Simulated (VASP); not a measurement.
# Se (P6_3/mmc) in VASP: a series of runs, part 2 of 2

VASP 6.6.1. Earlier steps stand in the parts before.

## Step 3: Relaxation of cell and atoms, PBEsol

This run uses another cell than the first one, of 21.00 Å³/atom.

INCAR

```
SYSTEM = Se
PREC     = Accurate       ! precision mode
ENCUT    = 600            ! plane-wave cutoff, eV
EDIFF    = 1E-7           ! SCF threshold, eV
ISMEAR   = -1             ! smearing method
SIGMA    = 0.1            ! smearing width, eV
LREAL    = .False.        ! projectors in reciprocal space
LASPH    = .True.         ! aspherical terms in the spheres
NELM     = 80             ! most SCF steps
ALGO     = Normal         ! electronic algorithm
ISIF     = 3              ! what is computed and relaxed
LWAVE    = .False.        ! write WAVECAR
LCHARG   = .False.        ! write CHGCAR
GGA      = PS             ! functional
IBRION   = 2              ! ionic algorithm
NSW      = 60             ! ionic steps
EDIFFG   = -0.005         ! ionic threshold
```

KPOINTS

```
Automatic mesh
0
Gamma
  14 14 8
  0 0 0
```

POSCAR

```
Se
1.0
    3.1050448770      0.0000000000      0.0000000000
   -1.5525224385      2.6890477434      0.0000000000
    0.0000000000      0.0000000000      5.0301727007
Se
2
Direct
    0.3333333333      0.6666666667      0.2500000000
    0.6666666667      0.3333333333      0.7500000000
```

Potentials or basis: VASP PAW PBE potentials, release 64 (Se).

Started as:

```bash
$ cat potpaw_PBE.64/Se/POTCAR > POTCAR
$ mpirun -np 1 vasp_std > vasp.out
```

OUTCAR:

```text
SYSTEM = Se
   PREC = Accurate
   ENCUT = 600
   EDIFF = 1E-7
   ISMEAR = -1
   LREAL = .False.
   LASPH = .True.
   NELM = 80
   ISIF = 3
   GGA = PS
   IBRION = 2
   NSW = 60
   EDIFFG = -0.005

 ion  position               nearest neighbor table
   1  0.333  0.667  0.250-
   2  0.667  0.333  0.750-

  LATTYP: Found a hexagonal cell.
 ALAT       =     3.1050448770
 C/A-ratio  =     1.6200000000

  Lattice vectors:

 A1 = (   3.1050448770,   0.0000000000,   0.0000000000)
 A2 = (  -1.5525224385,   2.6890477434,   0.0000000000)
 A3 = (   0.0000000000,   0.0000000000,   5.0301727007)

Analysis of symmetry for initial positions (statically):
=====================================================================
 Subroutine PRICEL returns:
 Original cell was already a primitive cell.

 Routine SETGRP: Setting up the symmetry group for a
 hexagonal supercell.

 Subroutine GETGRP returns: Found 24 space group operations
 (whereof 12 operations were pure point group operations)
 out of a pool of 24 trial point group operations.

The static configuration has the point symmetry D_3d.
 The point group associated with its full space group is D_6h.

Analysis of symmetry for dynamics (positions and initial velocities):
=====================================================================
 Subroutine PRICEL returns:
 Original cell was already a primitive cell.

 Routine SETGRP: Setting up the symmetry group for a
 hexagonal supercell.

 Subroutine GETGRP returns: Found 24 space group operations
 (whereof 12 operations were pure point group operations)
 out of a pool of 24 trial point group operations.

The dynamic configuration has the point symmetry D_3d.
 The point group associated with its full space group is D_6h.

 Subroutine INISYM returns: Found 24 space group operations
[... 141 lines left out ...]
  ---------------------------------------------------
  ext. energy  EPLUGINS =         0.00000000
  ---------------------------------------------------
  free energy    TOTEN  =        -6.49914291 eV

  energy without entropy =       -6.44451088  energy(sigma->0) =       -6.47182689

------------------------ aborting loop because EDIFF is reached ----------------------------------------

  FORCE on cell =-STRESS in cart. coord.  units (eV):
  Direction    XX          YY          ZZ          XY          YZ          ZX
  --------------------------------------------------------------------------------------
  -------------------------------------------------------------------------------------
  Total       -0.9465150     -0.9465150     -2.6419064      0.0000000      0.0000000     -0.0000000
  in kB      -36.1067817    -36.1067817   -100.7810142      0.0000000      0.0000000     -0.0000000
  external PRESSURE =     -57.6648592 kB  Pullay stress =       0.0000000 kB
[... 89 lines left out ...]
  FREE ENERGIE OF THE ION-ELECTRON SYSTEM (eV)
  ---------------------------------------------------
  free  energy   TOTEN  =        -6.6147840244 eV

  energy  without entropy=       -6.5710636024  energy(sigma->0) =       -6.59292381

[... ionic steps 4 to 13 ...]

--------------------------------------- Ionic step       14  -------------------------------------------

 number of electron      12.0000001 magnetization

------------------------ aborting loop because EDIFF is reached ----------------------------------------
[... 67 lines left out ...]
--------------------------------------- Ionic step       16  -------------------------------------------

 number of electron      12.0000000 magnetization

 Free energy of the ion-electron system (eV)
  ---------------------------------------------------
  ext. energy  EPLUGINS =         0.00000000
  ---------------------------------------------------
  free energy    TOTEN  =        -7.18183933 eV

  energy without entropy =       -7.14700092  energy(sigma->0) =       -7.16442012

 E-fermi :   5.2417     XC(G=0): -10.4568

 val. band max:        5.2166716643   @ k =   0.2143  -0.0000   0.0000
 cond. band min:       5.3001021564   @ k =   0.5000  -0.0000   0.3750
 fundamental gap:      0.0834304921
 Fermi energy:         5.2417135867

 k-point     1 :       0.0000    0.0000    0.0000
  band No.  band energies     occupation
      1     -11.1805      2.00000
      2      -4.8798      2.00000
      3      -0.0072      2.00000
      4       3.0289      2.00000
      5       3.0289      2.00000
      6       6.2170      0.00012
      7       6.2170      0.00012
      8       8.9659      0.00000
      9       9.2243      0.00000
     10      12.5608      0.00000
[... 287 lines left out ...]
 k-point    24 :       0.3571    0.2857    0.0000
  band No.  band energies     occupation
      1      -8.3628      2.00000
      2      -7.8719      2.00000
      3      -0.9590      2.00000
      4       3.0876      2.00000
      5       3.2583      2.00000
      6       3.6878      2.00000
      7       3.8456      2.00000
      8       6.5332      0.00000
      9      11.9274      0.00000
     10      12.5436      0.00000

 [... further k-points ...]
[... 5 lines left out ...]
  --------------------------------------------------------------------------------------
  -------------------------------------------------------------------------------------
  Total       -0.0026836     -0.0026836      0.0077880     -0.0000000      0.0000000      0.0000000
  in kB       -0.1022972     -0.1022972      0.2968773     -0.0000000      0.0000000      0.0000000
  external PRESSURE =       0.0307610 kB  Pullay stress =       0.0000000 kB
[... 17 lines left out ...]
  FREE ENERGIE OF THE ION-ELECTRON SYSTEM (eV)
  ---------------------------------------------------
  free  energy   TOTEN  =        -7.1818393278 eV

  energy  without entropy=       -7.1470009190  energy(sigma->0) =       -7.16442012

 reached required accuracy - stopping structural energy minimisation
```

It took 11 min on 1 thread of Intel Xeon 8259CL, shared host; peak memory 0.23 GiB.

What came out:

```yaml
Free_energy: -7.1818 eV
Relaxed_volume: 21.01 Å³/atom
Relaxed_cell: a = 3.565 Å, b = 3.565 Å, c = 3.819 Å, α = 90.00°, β = 90.00°, γ = 120.00°
Space_group_after_relaxing_to_0.1_Å: P6_3/mmc (No. 194)
Energy_gained_by_relaxing: 341.3 meV/atom
Ionic_steps: 16
Pressure_after_relaxing: 0.0 GPa
Band_gap_on_the_k_mesh: zero (bands 6 and 7 overlap by 2.37 eV)
```

Step by step:
| step | energy change (eV) | largest force (eV/Å) | pressure (GPa) | volume (Å³) |
| --- | --- | --- | --- | --- |
| 1 | 0.0000 | 0.0000 | -5.77 | 42.00 |
| 2 | -0.1156 | 0.0000 | 2.44 | 37.55 |
| 3 | -0.1156 | 0.0000 | 2.40 | 37.57 |
| 4 | -0.2262 | 0.0000 | 4.33 | 37.00 |
| 5 | -0.3752 | 0.0000 | 13.68 | 35.44 |
| 6 | -0.4097 | 0.0000 | 13.41 | 35.68 |
| 7 | -0.4813 | 0.0000 | 13.10 | 36.36 |
| 8 | -0.4689 | 0.0000 | 13.46 | 37.53 |
| 9 | -0.4956 | 0.0000 | 13.23 | 37.16 |
| 10 | -0.5653 | 0.0000 | 9.98 | 38.15 |
| 11 | -0.6733 | 0.0000 | 2.14 | 41.24 |
| 12 | -0.6798 | 0.0000 | 0.32 | 42.17 |
| 13 | -0.6799 | 0.0000 | 0.07 | 42.30 |
| 14 | -0.6804 | 0.0000 | 0.07 | 42.27 |
| 15 | -0.6817 | 0.0000 | 0.04 | 42.19 |
| 16 | -0.6827 | 0.0000 | 0.00 | 42.03 |

Final structure:
```yaml
crystal:
  lattice:
    - [3.56471, 0.00000, 0.00000]
    - [-1.78235, 3.08713, 0.00000]
    - [0.00000, 0.00000, 3.81926]
  atoms:
    - { symbol: Se, position: [0.33333, 0.66667, 0.25000] }
    - { symbol: Se, position: [0.66667, 0.33333, 0.75000] }
```

Caveat: a cell axis changed by over 15 % at a fixed basis, so the end point is rough; the PAW data sets were made with another functional, which shifts forces and pressure a little.
